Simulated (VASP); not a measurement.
# YbZn2F2 (P-3m1) in VASP: single point with r2SCAN

Aim: the single point of YbZn2F2 with r2SCAN.

Everything below comes from runs of VASP 6.6.1. Logs are shortened: lines on timing, memory, paths and dates and some standing lists are left out, and cuts for length are marked.

### Step 1. The cell of the first run

The structure is trigonal, space group P-3m1 (No. 164). The conventional cell has a = 3.787 Å, b = 3.787 Å, c = 7.724 Å, α = 90.00°, β = 90.00°, γ = 120.00°. Within 3.4 Å of Zn (site symmetry 3m) lie 3 Zn at 2.46 Å and 3 F at 3.35 Å. F (site symmetry 3m) has 3 Yb at 2.31 Å and 3 F at 2.65 Å within 3.1 Å. Within 3.1 Å of Yb (site symmetry -3m) lie 6 F at 2.31 Å.

### Step 2. Single point, r2SCAN

File POSCAR:

```
YbZn2F2
1.0
    1.8936922317      3.2799711592      0.0000000000
   -1.8936897989      3.2799697546     -0.0000195949
    0.0000327504     -0.0000189084      7.7238030123
Zn F Yb
2 2 1
Direct
    0.3333323682      0.3333352636      0.5735768550
    0.6666676318      0.6666647364      0.4264231450
    0.3333321556      0.3333356888      0.0973841612
    0.6666678444      0.6666643112      0.9026158388
    0.0000000000      0.0000000000      0.0000000000
```

File INCAR.step1:

```
SYSTEM = YbZn2F2
PREC = Accurate
ENCUT = 520
ISMEAR = -1
SIGMA = 0.05
LREAL = .False.
LASPH = .True.
NELM = 60
NBANDS = 39
GGA = PE
ALGO = Normal
EDIFF = 1E-4
LWAVE = .True.
LCHARG = .False.
```

File INCAR.step2:

```
SYSTEM = YbZn2F2
PREC = Accurate
ENCUT = 520
EDIFF = 1E-6
ISMEAR = -1
SIGMA = 0.05
LREAL = .False.
LASPH = .True.
NELM = 60
ALGO = Normal
ISIF = 2
LWAVE = .False.
LCHARG = .False.
METAGGA = R2SCAN
LMIXTAU = .True.
NBANDS = 39
ISTART = 1
```

File KPOINTS:

```
regular mesh
0
Gamma
  7 7 4
  0 0 0
```

Potentials or basis: VASP PAW PBE potentials, release 64 (Zn, F, Yb).

Command:

```bash
cat potpaw_PBE.64/Zn/POTCAR potpaw_PBE.64/F/POTCAR potpaw_PBE.64/Yb/POTCAR > POTCAR
cp INCAR.step1 INCAR
mpirun -np 1 vasp_std > vasp.out
cp INCAR.step2 INCAR
mpirun -np 1 vasp_std > vasp.out
```

OUTCAR:

```text
SYSTEM = YbZn2F2
   PREC = Accurate
   ENCUT = 520
   EDIFF = 1E-6
   ISMEAR = -1
   LREAL = .False.
   LASPH = .True.
   NELM = 60
   ISIF = 2
   METAGGA = R2SCAN
   ISTART = 1

 ion  position               nearest neighbor table
   1  0.333  0.333  0.574-   2 2.46   2 2.46   2 2.46
   2  0.667  0.667  0.426-   1 2.46   1 2.46   1 2.46
   3  0.333  0.333  0.097-   5 2.31   5 2.31   5 2.31
   4  0.667  0.667  0.903-   5 2.31   5 2.31   5 2.31
   5  0.000  0.000  0.000-   4 2.31   3 2.31   4 2.31   3 2.31   4 2.31   3 2.31

  LATTYP: Found a hexagonal cell.
 ALAT       =     3.7873820306
 C/A-ratio  =     2.0393514438

  Lattice vectors:

 A1 = (   1.8936897989,  -3.2799697546,   0.0000195949)
 A2 = (   1.8936922317,   3.2799711592,   0.0000000000)
 A3 = (   0.0000327504,  -0.0000189084,   7.7238030123)

Analysis of symmetry for initial positions (statically):
=====================================================================
 Subroutine PRICEL returns:
 Original cell was already a primitive cell.

 Routine SETGRP: Setting up the symmetry group for a
 hexagonal supercell.

 Subroutine GETGRP returns: Found 12 space group operations
 (whereof 12 operations were pure point group operations)
 out of a pool of 24 trial point group operations.

The static configuration has the point symmetry D_3d.

Analysis of symmetry for dynamics (positions and initial velocities):
=====================================================================
 Subroutine PRICEL returns:
 Original cell was already a primitive cell.

 Routine SETGRP: Setting up the symmetry group for a
 hexagonal supercell.

 Subroutine GETGRP returns: Found 12 space group operations
 (whereof 12 operations were pure point group operations)
 out of a pool of 24 trial point group operations.

The dynamic configuration has the point symmetry D_3d.

 Subroutine INISYM returns: Found 12 space group operations
 (whereof 12 operations are pure point group operations),
 and found     1 'primitive' translations

----------------------------------------------------------------------------------------

                                     Primitive cell

  volume of cell :      95.9490

  direct lattice vectors                    reciprocal lattice vectors
     1.893692232  3.279971159  0.000000000     0.264034570  0.152440300 -0.000000746
    -1.893689799  3.279969755 -0.000019595    -0.264034683  0.152440495  0.000001493
     0.000032750 -0.000018908  7.723803012    -0.000000670  0.000000387  0.129469900

  length of vectors
     3.787384463  3.787382031  7.723803012     0.304880795  0.304880991  0.129469900

  position of ions in fractional coordinates (direct lattice)
     0.333332368  0.333335264  0.573576855
     0.666667632  0.666664736  0.426423145
     0.333332156  0.333335689  0.097384161
     0.666667844  0.666664311  0.902615839
     0.000000000  0.000000000  0.000000000

  ion indices of the primitive-cell ions
   primitive index   ion index
                 1           1
                 2           2
                 3           3
                 4           4
                 5           5

----------------------------------------------------------------------------------------

 KPOINTS: regular mesh

Automatic generation of k-mesh.
 Grid dimensions read from file:
 generate k-points for:    7    7    4

 Generating k-lattice:

  Cartesian coordinates                     Fractional coordinates (reciprocal lattice)
     0.037719224  0.021777186 -0.000000107     0.142857143 -0.000000000  0.000000000
    -0.037719240  0.021777214  0.000000213     0.000000000  0.142857143 -0.000000000
    -0.000000167  0.000000097  0.032367475     0.000000000  0.000000000  0.250000000

  Length of vectors
     0.043554399  0.043554427  0.032367475

  Shift w.r.t. Gamma in fractional coordinates (k-lattice)
     0.000000000  0.000000000  0.000000000

 Subroutine IBZKPT returns following result:
 ===========================================

 Found     28 irreducible k-points:

 Following reciprocal coordinates:
            Coordinates               Weight
  0.000000  0.000000  0.000000      1.000000
  0.142857 -0.000000  0.000000      6.000000
  0.285714 -0.000000  0.000000      6.000000
  0.428571 -0.000000  0.000000      6.000000
  0.285714  0.142857 -0.000000      6.000000
  0.428571  0.142857  0.000000     12.000000
[... 16 lines left out ...]
  0.285714 -0.000000  0.500000      6.000000
  0.428571 -0.000000  0.500000      6.000000
 [... further k-points ...]
   k-points           NKPTS =     28   k-points in BZ     NKDIM =     28   number of bands    NBANDS=     39
   number of dos      NEDOS =    301   number of ions     NIONS =      5
   total plane-waves  NPLWV =  47040
   dimension x,y,z NGX =    28 NGY =   28 NGZ =   60
   dimension x,y,z NGXF=    56 NGYF=   56 NGZF=  120
   ions per type =               2   2   1
   NGX,Y,Z   is equivalent  to a cutoff of  12.29, 12.29, 12.91 a.u.
   NGXF,Y,Z  is equivalent  to a cutoff of  24.58, 24.58, 25.83 a.u.
 SYSTEM =  YbZn2F2
   PREC   = accura    normal or accurate (medium, high low for compatibility)
   ISTART =      1    job   : 0-new  1-cont  2-samecut
   ICHARG =      0    charge: 1-file 2-atom 10-const
   ISPIN  =      1    spin polarized calculation?
   LNONCOLLINEAR =      F non collinear calculations
   LSORBIT =      F    spin-orbit coupling
   LASPH  =      T    aspherical Exc in radial PAW
   ENCUT  =  520.0 eV  38.22 Ry    6.18 a.u.   7.04  7.04 14.36*2*pi/ulx,y,z
   NELM   =     60;   NELMIN=  2; NELMDL=  0     # of ELM steps
   EDIFF  = 0.1E-05   stopping-criterion for ELM
   LREAL  =      F    real-space projection
   EDIFFG = 0.1E-04   stopping-criterion for IOM
   NSW    =      0    number of steps for IOM
   IBRION =     -1    ionic relax: 0-MD 1-quasi-New 2-CG
   NFREE  =      0    steps in history (QN), initial steepest desc. (CG)
   ISIF   =      2    stress and relaxation
   ISYM   =      2    0-nonsym 1-usesym 2-fastsym
   POTIM  = 0.5000    time-step for ionic-motion
   TEBEG  =    0.0;   TEEND  =   0.0 temperature during run
   PSTRESS=    0.0 pullay stress
   NELECT =      62.0000    total number of electrons
   NUPDOWN=      -1.0000    fix difference up-down
   EMIN   =  10.00;   EMAX   =-10.00  energy-range for DOS
   EFERMI =   0.00;   METHOD = LEGACY
   ISMEAR =    -1;   SIGMA  =   0.05  broadening in eV -4-tet -1-fermi 0-gaus
   EFERMI_NEDOS =   21; number of points for ismear=-14 and -15
   IALGO  =     38    algorithm
   IMIX   =      4    mixing-type and parameters
     AMIX     =   0.40;   BMIX     =  1.00
     AMIX_MAG =   1.60;   BMIX_MAG =  1.00
  volume/ion in A,a.u.               =      19.19       129.50
  Fermi-wavevector in a.u.,A,eV,Ry     =   1.415333  2.674592 27.254750  2.003168
  Thomas-Fermi vector in A             =   2.536782
   LORBIT       =      0    0 simple, 1 ext, 2 COOP (PROOUT), +10 PAW based schemes
   METAGGA = R2SCAN    functional components
   LHFCALC =     F    Hartree Fock is set to
   AEXX    =    0.0000 exact exchange contribution
   IVDW    =     0    specifies the selected vdW correction
   LEPSILON=     F    determine dielectric tensor
   LRPA    =     F    only Hartree local field effects (RPA)
 non-spin polarized calculation
  energy-cutoff  :      520.00
  volume of cell :       95.95
 maximum number of plane-waves:      2601
   NGX = 15   NGY = 15   NGZ = 29

 number of electron      61.9999961 magnetization

 Free energy of the ion-electron system (eV)
  ---------------------------------------------------
  ext. energy  EPLUGINS =         0.00000000
  ---------------------------------------------------
  free energy    TOTEN  =       -69.61403975 eV

  energy without entropy =      -69.56314340  energy(sigma->0) =      -69.58859158

 E-fermi :   1.5622     XC(G=0): -10.1161

 val. band max:        1.5233871132   @ k =  -0.4286   0.2857   0.5000
 cond. band min:       1.7138570090   @ k =   0.4286   0.1429   0.5000
 fundamental gap:      0.1904698958
 Fermi energy:         1.5621597128

 k-point     1 :       0.0000    0.0000    0.0000
  band No.  band energies     occupation
      1     -51.8679      2.00000
      2     -25.2957      2.00000
      3     -25.2249      2.00000
      4     -23.5189      2.00000
      5     -23.5187      2.00000
      6     -23.1811      2.00000
[... 31 lines left out ...]
     38       9.1031      0.00000
     39       9.9863      0.00000

 k-point     2 :       0.1429   -0.0000    0.0000
  band No.  band energies     occupation
      1     -51.8654      2.00000
      2     -25.5161      2.00000
      3     -25.1865      2.00000
      4     -23.5345      2.00000
      5     -23.3199      2.00000
      6     -23.1965      2.00000
[... 31 lines left out ...]
     38       8.9617      0.00000
     39       9.2588      0.00000

 k-point     3 :       0.2857   -0.0000    0.0000
  band No.  band energies     occupation
      1     -51.8597      2.00000
      2     -25.8786      2.00000
      3     -25.0883      2.00000
      4     -23.5694      2.00000
      5     -23.5070      2.00000
      6     -22.7367      2.00000
[... 31 lines left out ...]
     38       7.8766      0.00000
     39       8.8344      0.00000

 k-point     4 :       0.4286   -0.0000    0.0000
  band No.  band energies     occupation
      1     -51.8552      2.00000
      2     -26.1035      2.00000
      3     -24.9903      2.00000
      4     -23.6973      2.00000
      5     -23.5971      2.00000
      6     -22.4069      2.00000
[... 31 lines left out ...]
     38       7.1226      0.00000
     39       7.9724      0.00000
[... 754 lines left out ...]
     38       7.2584      0.00000
     39       9.1767      0.00000

 k-point    23 :       0.2857   -0.0000    0.5000
  band No.  band energies     occupation
      1     -51.8597      2.00000
      2     -25.8785      2.00000
      3     -25.0883      2.00000
      4     -23.5694      2.00000
      5     -23.5070      2.00000
      6     -22.7367      2.00000
[... 31 lines left out ...]
     38       7.7516      0.00000
     39       8.1104      0.00000

 k-point    24 :       0.4286   -0.0000    0.5000
  band No.  band energies     occupation
      1     -51.8552      2.00000
      2     -26.1035      2.00000
      3     -24.9903      2.00000
      4     -23.6973      2.00000
      5     -23.5971      2.00000
      6     -22.4069      2.00000
[... 31 lines left out ...]
     38       7.4712      0.00000
     39       7.8307      0.00000

 [... further k-points ...]
[... 5 lines left out ...]
  --------------------------------------------------------------------------------------
  -------------------------------------------------------------------------------------
  Total        0.0759550      0.0759551     -0.0779578      0.0000001     -0.0000000      0.0000001
  in kB        1.2683139      1.2683150     -1.3017571      0.0000009     -0.0000006      0.0000010
  external PRESSURE =       0.4116239 kB  Pullay stress =       0.0000000 kB

 VOLUME and BASIS-vectors are now :
 -----------------------------------------------------------------------------
  energy-cutoff  :      520.00
  volume of cell :       95.95
      direct lattice vectors                 reciprocal lattice vectors
     1.893692232  3.279971159  0.000000000     0.264034570  0.152440300 -0.000000746
    -1.893689799  3.279969755 -0.000019595    -0.264034683  0.152440495  0.000001493
     0.000032750 -0.000018908  7.723803012    -0.000000670  0.000000387  0.129469900

 POSITION                                       TOTAL-FORCE (eV/Angst)
 -----------------------------------------------------------------------------------
      0.00001      2.18664      4.43019         0.000000     -0.000000      0.042407
      0.00002      4.37328      3.29360        -0.000000      0.000000     -0.042407
     -0.00000      2.18665      0.75217        -0.000000      0.000000     -0.011405
      0.00004      4.37327      6.97161         0.000000     -0.000000      0.011405
      0.00000      0.00000      0.00000        -0.000000     -0.000000      0.000000
 -----------------------------------------------------------------------------------
    total drift:                                0.000000      0.000000      0.000000

  FREE ENERGIE OF THE ION-ELECTRON SYSTEM (eV)
  ---------------------------------------------------
  free  energy   TOTEN  =       -69.6140397522 eV

  energy  without entropy=      -69.5631434019  energy(sigma->0) =      -69.58859158
```

It took 19 min on 1 thread of Intel Xeon Platinum 8259CL at 2.50GHz (Skylake/Cascade Lake), shared host; peak memory 0.31 GiB.

Results:

```yaml
Free_energy: -69.6140 eV
Pressure: 0.0 GPa
Largest_force: 0.042 eV/Å
Band_gap_on_the_k_mesh: zero (bands 31 and 32 overlap by 0.01 eV)
```

Forces on the atoms (eV/Å):
```
Zn   0.000  0.000  0.042
Zn   0.000  0.000 -0.042
F    0.000  0.000 -0.011
F    0.000  0.000  0.011
Yb   0.000  0.000  0.000
```

Levels at points of the mesh, in eV from the Fermi level:
```csv
k point,band 27,band 28,band 29,band 30,band 31,band 32,band 33,band 34,band 35,band 36
"(0.00, 0.00, 0.00)",-0.31,-0.29,-0.17,-0.17,-0.13,0.94,4.54,4.54,5.73,5.89
"(0.00, 0.00, 0.50)",-0.31,-0.30,-0.17,-0.17,-0.13,2.98,4.44,4.57,4.57,5.75
```

Caveat: the PAW data sets were made with another functional, which shifts forces and pressure a little; spin-orbit coupling is left out, which moves the levels of the heavy elements.

The gap in the log of VASP goes by the Fermi energy; the results here count the filled bands.